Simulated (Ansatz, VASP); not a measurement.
Ti3Al: VASP beside Ansatz

INCAR

```
SYSTEM = Ti3Al
ALGO = Fast
EDIFF = 1E-6
ENCUT = 520
GGA = PE
ISIF = 2
ISMEAR = 0
LASPH = .TRUE.
LCHARG = .TRUE.
LELF = .TRUE.
LREAL = .FALSE.
LVHAR = .TRUE.
LWAVE = .FALSE.
NBANDS = 28
NELM = 100
PREC = Accurate
SIGMA = 0.15
```

File KPOINTS:

```
k-points
0
G
  15 15 6
  0 0 0
```

POSCAR

```
Ti3Al
1.0
    2.9837618340      0.0000000000      0.0000000000
   -1.4918809170      2.5840135471      0.0000000000
    0.0000000000      0.0000000000      8.9002631747
Ti Al
3 1
Direct
    0.6666666667      0.3333333333      0.0000000000
    0.3333333333      0.6666666667      0.7612900095
    0.3333333333      0.6666666667      0.2387099905
    0.6666666667      0.3333333333      0.5000000000
```

Input for Ansatz:

```yaml
crystal:
  lattice:
    - [2.983761834, 0.0, 0.0]
    - [-1.491880917, 2.5840135471, 0.0]
    - [0.0, 0.0, 8.9002631747]
  atoms:
    - { symbol: Ti, position: [0.6666666667, 0.3333333333, 0.0] }
    - { symbol: Ti, position: [0.3333333333, 0.6666666667, 0.7612900095] }
    - { symbol: Ti, position: [0.3333333333, 0.6666666667, 0.2387099905] }
    - { symbol: Al, position: [0.6666666667, 0.3333333333, 0.5] }
basis:
  ecutwfc: 520.0
kpoints:
  mp_grid: { grid: [15, 15, 6] }
hamiltonian:
  xc: pbe
  pseudopotentials: { kind: paw, azcp: { folder: soft_1 } }
scf:
  occupations: { method: gaussian, width: 0.15 }
output:
  forces: true
  stress: true
  eigenvalues: true
```

Alike in both runs: task single point; functional PBE; k mesh 15 × 15 × 6; occupations gaussian, width 0.15 eV; no spin polarisation.

|  | VASP | Ansatz |
| --- | --- | --- |
| version | VASP 6.6.1 | Ansatz 0.2.0 |
| potentials or method | VASP PAW PBE potentials, release 64 (Ti_sv, Al), cutoff 520 eV | scalar-relativistic, plane waves, PAW |
| valence electrons in the cell | 39 | 39 |

|  | VASP | Ansatz | Ansatz less VASP |
| --- | --- | --- | --- |
| gap on the k mesh at the Fermi level (eV) | none | none | - |
| pressure (GPa) | 1.0 | 1.2 | +0.17 |
| traceless stress, the component that is largest in VASP (GPa) | 5.66 | 5.65 | -0.008 |
| rms of the force components (eV/Å) | 0.347 | 0.351 | +0.0038 |

Atom by atom the forces differ by 0.004 eV/Å (rms over components). A gap of «none» marks a metal or a gap that the smearing closes.
